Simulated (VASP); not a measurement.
Wanted: the native input for a VASP 6.6.1 run.

```yaml
Task: single point
Functional: PBE
Potentials_or_basis: VASP PAW PBE potentials, release 64 (H, Os)
Cutoff: 520 eV
k_mesh: 6 × 6 × 6
Occupations: gaussian, width 0.1 eV
Spin: no spin polarisation
Dipole_correction: no
Further_INCAR_settings: ALGO = Normal; EDIFF = 1e-06; NBANDS = 12
```

The structure of H2Os lies in POSCAR:

```
H2Os
1.0
    1.8099708155     -2.4378256614      0.0000000000
    1.8099708155      2.4378256614      0.0000000000
    0.0000000000      0.0000000000      2.5981579021
H Os
2 1
Direct
    0.8620182028      0.1379817972      0.5000000000
    0.1379817972      0.8620182028      0.5000000000
    0.5000000000      0.5000000000      0.5000000000
```

The cell was generated, and may not be a known phase.

One way to write it, as run:

INCAR

```
  ALGO = Normal
  EDIFF = 1E-6
  ENCUT = 520
  GGA = PE
  ISIF = 2
  ISMEAR = 0
  LASPH = T
  LCHARG = F
  LREAL = F
  LWAVE = F
  NBANDS = 12
  NELM = 100
  PREC = Accurate
  SIGMA = 0.1
```

KPOINTS

```
k-points
0
Gamma
  6 6 6
```

Potentials or basis: VASP PAW PBE potentials, release 64 (H, Os).

Launch:

```console
$ cat potpaw_PBE.64/H/POTCAR potpaw_PBE.64/Os/POTCAR > POTCAR
$ mpirun -np 1 vasp_std > vasp.out
```

It gave:

The pressure is 0.5 GPa, the largest force is 0.020 eV/Å and the band gap on the k mesh is zero (bands 5 and 6 overlap by 2.57 eV).

Caveat: the k points lie up to 0.40 Å⁻¹ apart, too coarse for converged energies and pressures of a metal; spin-orbit coupling is left out, which moves the levels of the heavy elements.

Run time: 16 s on 1 thread of Intel Xeon 8259CL (shared host), peak memory 0.14 GiB.
